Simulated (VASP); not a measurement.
**SnSe: single point with PBE**

Crystal: SnSe.

```
Sn Se
1.0
    11.57950    0.00000    0.00000
     0.00000    4.12715    0.00000
     0.00000    0.00000    4.56669
Sn Se
4 4
Direct
  0.11879 0.25000 0.11294
  0.38121 0.75000 0.61294
  0.61879 0.25000 0.38706
  0.88121 0.75000 0.88706
  0.35315 0.25000 0.01199
  0.14685 0.75000 0.51199
  0.85315 0.25000 0.48801
  0.64685 0.75000 0.98801
```

```
Program             : VASP 6.6.1
Task                : single point
Functional          : PBE
Potentials or basis : VASP PAW PBE potentials, release 64 (Sn_d, Se)
Cutoff              : 520 eV
k mesh              : 2 × 6 × 6
Occupations         : gaussian, width 0.01 eV
Spin                : no spin polarisation
```

The pressure is 2.1 GPa and the largest force is 0.224 eV/Å. The band gap on the k mesh is 0.63 eV (least direct gap 0.91 eV).

Forces in eV/Å, atoms in the order of the input:
```
Sn  -0.164  0.000 -0.153
Sn   0.164  0.000 -0.153
Sn  -0.164  0.000  0.153
Sn   0.164  0.000  0.153
Se   0.129  0.000  0.163
Se  -0.129  0.000  0.163
Se   0.129  0.000 -0.163
Se  -0.129  0.000 -0.163
```

Stress tensor (GPa, compression positive):
```
2.13 0.00 0.00
0.00 2.26 0.00
0.00 0.00 1.84
```

Levels at points of the mesh, in eV from the valence-band top:
```tsv
k point	band 38	band 39	band 40	band 41	band 42	band 43
(0.00, 0.00, 0.00)	-1.02	-0.69	-0.31	0.82	2.74	2.83
(0.50, 0.00, 0.00)	-1.73	-0.46	-0.46	2.53	2.53	2.54
(0.00, 0.50, 0.00)	-0.97	-0.96	-0.96	1.16	1.16	1.32
(0.50, 0.50, 0.00)	-1.11	-1.11	-1.11	1.50	1.50	1.50
(0.00, 0.00, 0.50)	-0.85	-0.15	-0.15	1.33	1.33	1.83
(0.50, 0.00, 0.50)	-0.52	-0.16	-0.16	1.33	1.33	1.82
(0.00, 0.50, 0.50)	-2.13	-1.33	-1.33	2.69	2.69	2.98
(0.50, 0.50, 0.50)	-1.42	-1.42	-1.42	2.49	2.49	2.49
```

Wall time 7 min on 1 thread of AMD EPYC 7R43 64-Core Processor (Zen 3), on a shared host, peak memory 0.43 GiB.

Caveat: spin-orbit coupling is left out, which moves the levels of the heavy elements. A k mesh can miss the band edges.
